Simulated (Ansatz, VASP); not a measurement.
One calculation of Ga, two programs

File INCAR:

```
PREC     = Accurate       # precision mode
ENCUT    = 520            # plane-wave cutoff, eV
EDIFF    = 1E-7           # SCF threshold, eV
ISMEAR   = -1             # smearing method
SIGMA    = 0.1            # smearing width, eV
LREAL    = False          # projectors in reciprocal space
LASPH    = True           # aspherical terms in the spheres
NELM     = 60             # most SCF steps
ALGO     = Normal         # electronic algorithm
ISIF     = 2              # what is computed and relaxed
LWAVE    = False          # write WAVECAR
LCHARG   = False          # write CHGCAR
GGA      = PE             # functional
NBANDS   = 20             # bands
```

File KPOINTS:

```
Automatic mesh
0
Gamma
  14 14 8
```

File POSCAR:

```
Ga
1.0
    2.5925730197      0.0000000000      0.0000000000
   -1.2962865098      2.2452340962      0.0000000000
    0.0000000000      0.0000000000      4.4650422263
Ga
2
Direct
    0.3333333333      0.6666666667      0.2500000000
    0.6666666667      0.3333333333      0.7500000000
```

Input for Ansatz:

```yaml
crystal:
  lattice:
    - [2.5925730197, 0.0, 0.0]
    - [-1.2962865098, 2.2452340962, 0.0]
    - [0.0, 0.0, 4.4650422263]
  atoms:
    - { symbol: Ga, position: [0.3333333333, 0.6666666667, 0.25] }
    - { symbol: Ga, position: [0.6666666667, 0.3333333333, 0.75] }
kpoints:
  mp_grid: { grid: [14, 14, 8] }
scf:
  occupations: { method: fermi_dirac, width: 0.1 }
hamiltonian:
  xc: pbe
  pseudopotentials: { kind: paw }
output:
  forces: true
  stress: true
  eigenvalues: true
  populations: true
```

Change from the starting cell: volume scaled by 0.68, PAW files.

Alike in both runs: task single point; functional PBE; k mesh 14 × 14 × 8; occupations fermi-dirac, width 0.1 eV; no spin polarisation.

```csv
,VASP,Ansatz
version,VASP 6.6.1,Ansatz 0.2.0
potentials or method,"VASP PAW PBE potentials, release 64 (Ga_d)","PAW with Ansatz's default frozen-core files, scalar-relativistic"
plane-wave cutoff (eV),520,420
valence electrons in the cell,26,26
```

VASP gave:

| Item | Value |
| --- | --- |
| pressure (GPa) | 47.0 |
| traceless stress, the component that is largest in VASP (GPa) | -0.28 |

Task: Estimate Ansatz's values.

Result: Pressure (GPa): 46.6; traceless stress, the component that is largest in VASP (GPa): -0.23.

Both programs put the cell under a high pressure, so it lies far from rest at this level.
